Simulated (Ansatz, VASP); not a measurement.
# One calculation of BaTiO3, two programs

INCAR

```
SYSTEM = BaTiO3
PREC     = Accurate       ! precision mode
ENCUT    = 520            ! plane-wave cutoff, eV
EDIFF    = 1E-8           ! SCF threshold, eV
ISMEAR   = -1             ! smearing method
SIGMA    = 0.08           ! smearing width, eV
LREAL    = .FALSE.        ! projectors in reciprocal space
LASPH    = .TRUE.         ! aspherical terms in the spheres
NELM     = 80             ! most SCF steps
ALGO     = Normal         ! electronic algorithm
ISIF     = 2              ! what is computed and relaxed
LWAVE    = .FALSE.        ! write WAVECAR
LCHARG   = .FALSE.        ! write CHGCAR
GGA      = PS             ! functional
LEFG     = .TRUE.       
NBANDS   = 28             ! bands
```

KPOINTS

```
Automatic mesh
0
G
  7 7 7
  0 0 0
```

File POSCAR:

```
BaTiO3
1.0
    4.1197940000      0.0000000000      0.0000000000
    0.0000000000      4.1197940000      0.0000000000
    0.0000000000      0.0000000000      4.0180000000
Ba Ti O
1 1 3
Direct
    0.0000000000      0.0000000000      0.0000000000
    0.5000000000      0.5000000000      0.4820000000
    0.5000000000      0.5000000000      0.0160000000
    0.5000000000      0.0000000000      0.5150000000
    0.0000000000      0.5000000000      0.5150000000
```

Input for Ansatz:

```yaml
crystal:
  lattice:
    - [4.119794, 0.0, 0.0]
    - [0.0, 4.119794, 0.0]
    - [0.0, 0.0, 4.018]
  atoms:
    - { symbol: Ba, position: [0.0, 0.0, 0.0] }
    - { symbol: Ti, position: [0.5, 0.5, 0.482] }
    - { symbol: O, position: [0.5, 0.5, 0.016] }
    - { symbol: O, position: [0.5, 0.0, 0.515] }
    - { symbol: O, position: [0.0, 0.5, 0.515] }
kpoints:
  mp_grid: { grid: [7, 7, 7] }
scf:
  occupations: { method: fermi_dirac, width: 0.08 }
hamiltonian:
  xc: pbesol
  pseudopotentials: { kind: all_electron, datasets: crystal }
output:
  forces: true
  stress: true
  eigenvalues: true
  efg: { contact_densities: true }
```

Change from the starting cell: equal xx and yy strain of +3 %, crystal datasets.

Alike in both runs: task electric field gradients; functional PBEsol; k mesh 7 × 7 × 7; occupations fermi-dirac, width 0.08 eV; no spin polarisation.

```csv
,VASP,Ansatz
version,VASP 6.6.1,Ansatz 0.2.0
potentials or method,"VASP PAW PBE potentials, release 64 (Ba_sv, Ti_sv, O), cutoff 520 eV","all-electron PAW with datasets made for the crystal, scalar-relativistic"
```

Ansatz gave:

| Property | Result |
| --- | --- |
| pressure (GPa) | -11.6 |
| traceless stress, the component that is largest in VASP (GPa) | 3.68 |
| rms of the force components (eV/Å) | 0.161 |
| size of Vzz on the site where it differs most (V/Å²) | 11.4 |

**Question.** Which values does VASP return?

**Answer.** Pressure (GPa): -10.2; traceless stress, the component that is largest in VASP (GPa): 3.85; rms of the force components (eV/Å): 0.148; size of Vzz on the site where it differs most (V/Å²): 10.7.

VASP's potentials were made for PBE, not for PBEsol. Atom by atom the forces differ by 0.021 eV/Å (rms over components). Ansatz ran all-electron here, and VASP with PAW potentials.

Neither program's run includes spin-orbit coupling.
